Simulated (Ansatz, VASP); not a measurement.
Hf3B8 in VASP and in Ansatz

```
B Hf
1.0
     6.28000    0.00000    0.00000
    -3.14000    5.43864    0.00000
     0.00000    0.00000    3.48000
B Hf
8 3
Direct
  0.16667 0.33333 0.50000
  0.33333 0.16667 0.50000
  0.16667 0.83333 0.50000
  0.33333 0.66667 0.50000
  0.66667 0.33333 0.50000
  0.83333 0.16667 0.50000
  0.66667 0.83333 0.50000
  0.83333 0.66667 0.50000
  0.00000 0.50000 0.00000
  0.50000 0.00000 0.00000
  0.50000 0.50000 0.00000
```

Alike in both runs: task single point; functional PBEsol; k mesh 2 × 2 × 3; occupations fermi-dirac, width 0.1 eV; no spin polarisation.

|  | VASP | Ansatz |
| --- | --- | --- |
| version | VASP 6.6.1 | Ansatz 0.2.0 |
| potentials or method | VASP PAW PBE potentials, release 64 (B, Hf_pv) | plane waves, PAW |
| plane-wave cutoff (eV) | 420 | 420 |
| valence electrons in the cell | 54 | 102 |

```tsv
	VASP	Ansatz	Ansatz less VASP
gap on the k mesh at the Fermi level (eV)	none	none	-
rms of the force components (eV/Å)	0.113	0.115	+0.0017
```

VASP's potentials were made for PBE, not for PBEsol. A gap of «none» marks a metal or a gap that the smearing closes. VASP's potentials hold 54 valence electrons a cell and Ansatz's 102, so a difference there can come from the potentials and not from the codes.

The k mesh is coarse, so the values compare programs but aren't converged. Neither program's run includes spin-orbit coupling.
